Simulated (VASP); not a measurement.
# Al3Sb2P (P6mm) in VASP: single point with PBE

Aim: the single point of Al3Sb2P with PBE.

Program: VASP 6.6.1. These are calculated values, not measurements. Logs are shortened: lines on timing, memory, paths and dates and some standing lists are left out, and cuts for length are marked.

**1. The cell of the first run**

It takes space group P6mm (No. 183, hexagonal). The conventional cell has a = 4.818 Å, b = 4.818 Å, c = 6.497 Å, α = 90.00°, β = 90.00°, γ = 120.00°. Al (site symmetry 2mm) has 4 Al at 2.41 Å and 2 P at 2.54 Å and 2 Sb at 3.08 Å within 3.2 Å. Within 3.7 Å of Sb (site symmetry 3m) lie 3 Sb at 2.78 Å and 3 Al at 3.08 Å and 3 P at 3.38 Å. P (site symmetry 6mm) has 6 Al at 2.54 Å and 6 Sb at 3.38 Å within 3.4 Å.

**2. Single point, PBE**

Input file INCAR:

```
SYSTEM = Al3Sb2P
PREC = Accurate
ENCUT = 520
EDIFF = 1E-7
ISMEAR = 0
SIGMA = 0.1
LREAL = .FALSE.
LASPH = .TRUE.
NELM = 80
ALGO = Normal
ISIF = 2
LWAVE = .FALSE.
LCHARG = .FALSE.
GGA = PE
NBANDS = 21
```

Input file KPOINTS:

```
regular mesh
0
G
  6 6 4
  0 0 0
```

Input file POSCAR:

```
Al3Sb2P
1.0
    4.8177815900      0.0000000000      0.0000000000
   -2.4088908000      4.1723212500      0.0000000000
    0.0000000000      0.0000000000      6.4969299200
Al Sb P
3 2 1
Direct
    0.5000000000      0.0000000000      0.8115202300
    0.0000000000      0.5000000000      0.8115202300
    0.5000000000      0.5000000000      0.8115202300
    0.3333333300      0.6666666700      0.3890975000
    0.6666666700      0.3333333300      0.3890975000
    0.0000000000      0.0000000000      0.6858289500
```

Potentials or basis: VASP PAW PBE potentials, release 64 (Al, Sb, P).

Launch:

```
> cat potpaw_PBE.64/Al/POTCAR potpaw_PBE.64/Sb/POTCAR potpaw_PBE.64/P/POTCAR > POTCAR
> mpirun -np 1 vasp_std > vasp.out
```

OUTCAR:

```text
SYSTEM = Al3Sb2P
   PREC = Accurate
   ENCUT = 520
   EDIFF = 1E-7
   ISMEAR = 0
   LREAL = .FALSE.
   LASPH = .TRUE.
   NELM = 80
   ISIF = 2
   GGA = PE

 ion  position               nearest neighbor table
   1  0.500  0.000  0.812-   2 2.41   2 2.41   3 2.41   3 2.41   6 2.54   6 2.54   4 3.08   5 3.08

   2  0.000  0.500  0.812-   3 2.41   3 2.41   1 2.41   1 2.41   6 2.54   6 2.54   4 3.08   5 3.08

   3  0.500  0.500  0.812-   2 2.41   2 2.41   1 2.41   1 2.41   6 2.54   6 2.54   4 3.08   5 3.08

   4  0.333  0.667  0.389-   5 2.78   5 2.78   5 2.78   2 3.08   1 3.08   3 3.08
   5  0.667  0.333  0.389-   4 2.78   4 2.78   4 2.78   2 3.08   1 3.08   3 3.08
   6  0.000  0.000  0.686-   1 2.54   1 2.54   3 2.54   3 2.54   2 2.54   2 2.54

  LATTYP: Found a hexagonal cell.
 ALAT       =     4.8177815900
 C/A-ratio  =     1.3485314348

  Lattice vectors:

 A1 = (   4.8177815900,   0.0000000000,   0.0000000000)
 A2 = (  -2.4088908000,   4.1723212500,   0.0000000000)
 A3 = (   0.0000000000,   0.0000000000,   6.4969299200)

Analysis of symmetry for initial positions (statically):
=====================================================================
 Subroutine PRICEL returns:
 Original cell was already a primitive cell.

 Routine SETGRP: Setting up the symmetry group for a
 hexagonal supercell.

 Subroutine GETGRP returns: Found 12 space group operations
 (whereof 12 operations were pure point group operations)
 out of a pool of 24 trial point group operations.

The static configuration has the point symmetry C_6v.

Analysis of symmetry for dynamics (positions and initial velocities):
=====================================================================
 Subroutine PRICEL returns:
 Original cell was already a primitive cell.

 Routine SETGRP: Setting up the symmetry group for a
 hexagonal supercell.

 Subroutine GETGRP returns: Found 12 space group operations
 (whereof 12 operations were pure point group operations)
 out of a pool of 24 trial point group operations.

The dynamic configuration has the point symmetry C_6v.

 Subroutine INISYM returns: Found 12 space group operations
 (whereof 12 operations are pure point group operations),
 and found     1 'primitive' translations

----------------------------------------------------------------------------------------

                                     Primitive cell

  volume of cell :     130.5969

  direct lattice vectors                    reciprocal lattice vectors
     4.817781590  0.000000000  0.000000000     0.207564411  0.119837369  0.000000000
    -2.408890800  4.172321250  0.000000000     0.000000000  0.239674737  0.000000000
     0.000000000  0.000000000  6.496929920     0.000000000  0.000000000  0.153918853

  length of vectors
     4.817781590  4.817781595  6.496929920     0.239674738  0.239674737  0.153918853

  position of ions in fractional coordinates (direct lattice)
     0.500000000  0.000000000  0.811520230
     0.000000000  0.500000000  0.811520230
     0.500000000  0.500000000  0.811520230
     0.333333330  0.666666670  0.389097500
     0.666666670  0.333333330  0.389097500
     0.000000000  0.000000000  0.685828950

  ion indices of the primitive-cell ions
   primitive index   ion index
                 1           1
                 2           2
                 3           3
                 4           4
                 5           5
                 6           6

----------------------------------------------------------------------------------------

 KPOINTS: regular mesh

Automatic generation of k-mesh.
 Grid dimensions read from file:
 generate k-points for:    6    6    4

 Generating k-lattice:

  Cartesian coordinates                     Fractional coordinates (reciprocal lattice)
     0.034594069  0.019972895  0.000000000     0.166666667  0.000000000  0.000000000
     0.000000000  0.039945790  0.000000000     0.000000000  0.166666667  0.000000000
     0.000000000  0.000000000  0.038479713     0.000000000  0.000000000  0.250000000

  Length of vectors
     0.039945790  0.039945790  0.038479713

  Shift w.r.t. Gamma in fractional coordinates (k-lattice)
     0.000000000  0.000000000  0.000000000

 Subroutine IBZKPT returns following result:
 ===========================================

 Found     21 irreducible k-points:

 Following reciprocal coordinates:
            Coordinates               Weight
  0.000000  0.000000  0.000000      1.000000
  0.166667  0.000000  0.000000      6.000000
  0.333333  0.000000  0.000000      6.000000
  0.500000  0.000000  0.000000      3.000000
  0.166667  0.166667  0.000000      6.000000
  0.333333  0.166667  0.000000     12.000000
[... 13 lines left out ...]
  0.333333  0.166667  0.500000     12.000000
  0.333333  0.333333  0.500000      2.000000
   k-points           NKPTS =     21   k-points in BZ     NKDIM =     21   number of bands    NBANDS=     21
   number of dos      NEDOS =    301   number of ions     NIONS =      6
   total plane-waves  NPLWV =  62208
   dimension x,y,z NGX =    36 NGY =   36 NGZ =   48
   dimension x,y,z NGXF=    72 NGYF=   72 NGZF=   96
   ions per type =               3   2   1
   NGX,Y,Z   is equivalent  to a cutoff of  12.42, 12.42, 12.28 a.u.
   NGXF,Y,Z  is equivalent  to a cutoff of  24.84, 24.84, 24.56 a.u.
 SYSTEM =  Al3Sb2P
   PREC   = accura    normal or accurate (medium, high low for compatibility)
   ISTART =      0    job   : 0-new  1-cont  2-samecut
   ICHARG =      2    charge: 1-file 2-atom 10-const
   ISPIN  =      1    spin polarized calculation?
   LNONCOLLINEAR =      F non collinear calculations
   LSORBIT =      F    spin-orbit coupling
   LASPH  =      T    aspherical Exc in radial PAW
   ENCUT  =  520.0 eV  38.22 Ry    6.18 a.u.   8.96  8.96 12.08*2*pi/ulx,y,z
   NELM   =     80;   NELMIN=  2; NELMDL= -5     # of ELM steps
   EDIFF  = 0.1E-06   stopping-criterion for ELM
   LREAL  =      F    real-space projection
   EDIFFG = 0.1E-05   stopping-criterion for IOM
   NSW    =      0    number of steps for IOM
   IBRION =     -1    ionic relax: 0-MD 1-quasi-New 2-CG
   NFREE  =      0    steps in history (QN), initial steepest desc. (CG)
   ISIF   =      2    stress and relaxation
   ISYM   =      2    0-nonsym 1-usesym 2-fastsym
   POTIM  = 0.5000    time-step for ionic-motion
   TEBEG  =    0.0;   TEEND  =   0.0 temperature during run
   PSTRESS=    0.0 pullay stress
   NELECT =      24.0000    total number of electrons
   NUPDOWN=      -1.0000    fix difference up-down
   EMIN   =  10.00;   EMAX   =-10.00  energy-range for DOS
   EFERMI =   0.00;   METHOD = LEGACY
   ISMEAR =     0;   SIGMA  =   0.10  broadening in eV -4-tet -1-fermi 0-gaus
   EFERMI_NEDOS =   21; number of points for ismear=-14 and -15
   IALGO  =     38    algorithm
   IMIX   =      4    mixing-type and parameters
     AMIX     =   0.40;   BMIX     =  1.00
     AMIX_MAG =   1.60;   BMIX_MAG =  1.00
  volume/ion in A,a.u.               =      21.77       146.89
  Fermi-wavevector in a.u.,A,eV,Ry     =   0.930753  1.758867 11.786731  0.866300
  Thomas-Fermi vector in A             =   2.057174
   LORBIT       =      0    0 simple, 1 ext, 2 COOP (PROOUT), +10 PAW based schemes
   GGA     = PE    functional components
   LHFCALC =     F    Hartree Fock is set to
   AEXX    =    0.0000 exact exchange contribution
   IVDW    =     0    specifies the selected vdW correction
   LEPSILON=     F    determine dielectric tensor
   LRPA    =     F    only Hartree local field effects (RPA)
 non-spin polarized calculation
 Gauss-broadening in eV      SIGMA  =   0.10
  energy-cutoff  :      520.00
  volume of cell :      130.60
 maximum number of plane-waves:      3546
 NGX is ok and might be reduce to    36
   NGX = 17   NGY = 17   NGZ = 25

 number of electron      23.9999999 magnetization

 Free energy of the ion-electron system (eV)
  ---------------------------------------------------
  ext. energy  EPLUGINS =         0.00000000
  ---------------------------------------------------
  free energy    TOTEN  =       -21.44722963 eV

  energy without entropy =      -21.43272946  energy(sigma->0) =      -21.43997954

 E-fermi :   7.3063     XC(G=0):  -9.5559

 val. band max:        7.2568361241   @ k =   0.3333   0.0000   0.0000
 cond. band min:       7.3418960837   @ k =   0.1667   0.0000   0.5000
 fundamental gap:      0.0850599596
 Fermi energy:         7.3063403686

 k-point     1 :       0.0000    0.0000    0.0000
  band No.  band energies     occupation
      1      -6.3581      2.00000
      2      -3.7807      2.00000
      3       0.6087      2.00000
      4       1.2088      2.00000
      5       2.0807      2.00000
      6       2.0807      2.00000
[... 13 lines left out ...]
     20      10.6633      0.00000
     21      10.6633      0.00000

 k-point     2 :       0.1667    0.0000    0.0000
  band No.  band energies     occupation
      1      -6.1381      2.00000
      2      -3.6709      2.00000
      3      -0.2828      2.00000
      4       0.2750      2.00000
      5       1.5974      2.00000
      6       1.6866      2.00000
[... 13 lines left out ...]
     20      11.9332      0.00000
     21      12.0248      0.00000

 k-point     3 :       0.3333    0.0000    0.0000
  band No.  band energies     occupation
      1      -5.4985      2.00000
      2      -3.6217      2.00000
      3      -1.7168      2.00000
      4      -0.5229      2.00000
      5       1.0536      2.00000
      6       1.7258      2.00000
[... 13 lines left out ...]
     20      11.9814      0.00000
     21      12.3427      0.00000
[... 385 lines left out ...]
 k-point    20 :       0.3333    0.1667    0.5000
  band No.  band energies     occupation
      1      -4.8579      2.00000
      2      -3.7477      2.00000
      3      -2.3462      2.00000
      4      -1.2708      2.00000
      5       0.1037      2.00000
      6       2.1678      2.00000
[... 13 lines left out ...]
     20      11.9087      0.00000
     21      12.6886      0.00000

 k-point    21 :       0.3333    0.3333    0.5000
  band No.  band energies     occupation
      1      -4.4200      2.00000
      2      -3.3816      2.00000
      3      -3.3816      2.00000
      4      -0.7666      2.00000
      5      -0.7666      2.00000
      6       1.6356      2.00000
[... 13 lines left out ...]
     20      11.9679      0.00000
     21      13.1186      0.00000

------------------------ aborting loop because EDIFF is reached ----------------------------------------

  FORCE on cell =-STRESS in cart. coord.  units (eV):
  Direction    XX          YY          ZZ          XY          YZ          ZX
  --------------------------------------------------------------------------------------
  -------------------------------------------------------------------------------------
  Total       18.0672402     18.0672402      1.3196496     -0.0000000     -0.0000000      0.0000000
  in kB      221.6508344    221.6508348     16.1896029     -0.0000003     -0.0000000      0.0000000
  external PRESSURE =     153.1637574 kB  Pullay stress =       0.0000000 kB

 VOLUME and BASIS-vectors are now :
 -----------------------------------------------------------------------------
  energy-cutoff  :      520.00
  volume of cell :      130.60
      direct lattice vectors                 reciprocal lattice vectors
     4.817781590  0.000000000  0.000000000     0.207564411  0.119837369  0.000000000
    -2.408890800  4.172321250  0.000000000     0.000000000  0.239674737  0.000000000
     0.000000000  0.000000000  6.496929920     0.000000000  0.000000000  0.153918853

 POSITION                                       TOTAL-FORCE (eV/Angst)
 -----------------------------------------------------------------------------------
      2.40889      0.00000      5.27239         0.000000      0.000000      0.372991
     -1.20445      2.08616      5.27239        -0.000000     -0.000000      0.372991
      1.20445      2.08616      5.27239         0.000000     -0.000000      0.372991
     -0.00000      2.78155      2.52794        -0.000000     -0.000000     -0.817575
      2.40889      1.39077      2.52794         0.000000     -0.000000     -0.817575
      0.00000      0.00000      4.45578         0.000000     -0.000000      0.516176
 -----------------------------------------------------------------------------------
    total drift:                                0.000000      0.000000      0.000638

  FREE ENERGIE OF THE ION-ELECTRON SYSTEM (eV)
  ---------------------------------------------------
  free  energy   TOTEN  =       -21.4472296300 eV

  energy  without entropy=      -21.4327294556  energy(sigma->0) =      -21.43997954
```

Run time: 24 s. Hardware: 1 thread of Intel Xeon 6975P-C (Granite Rapids), shared host; peak memory 0.25 GiB.

What came out:

- Free energy: -21.4472 eV
- Pressure: 15.3 GPa
- Largest force: 0.818 eV/Å
- Band gap on the k mesh: zero (band 12 reaches 8.34 eV, above the bottom of band 13 at 6.16 eV)

Forces in eV/Å, atoms in the order of the input:
```
Al   0.000  0.000  0.373
Al   0.000  0.000  0.373
Al   0.000  0.000  0.373
Sb   0.000  0.000 -0.818
Sb   0.000  0.000 -0.818
P    0.000  0.000  0.516
```

Levels at points of the mesh, in eV from the Fermi level:
| k point | band 9 | band 10 | band 11 | band 12 | band 13 | band 14 | band 15 | band 16 |
| --- | --- | --- | --- | --- | --- | --- | --- | --- |
| (0.00, 0.00, 0.00) | -4.04 | -3.19 | -0.83 | -0.70 | -0.70 | 0.66 | 0.84 | 0.84 |
| (0.50, 0.00, 0.00) | -3.61 | -2.23 | -0.48 | -0.47 | 1.04 | 1.70 | 2.84 | 3.28 |
| (0.00, 0.00, 0.50) | -3.93 | -3.70 | -1.18 | -1.18 | -1.15 | -0.24 | 0.42 | 0.42 |
| (0.50, 0.00, 0.50) | -2.38 | -1.18 | -1.15 | 0.19 | 0.90 | 1.20 | 1.77 | 1.77 |

Caveat: spin-orbit coupling is left out, which moves the levels of the heavy elements.
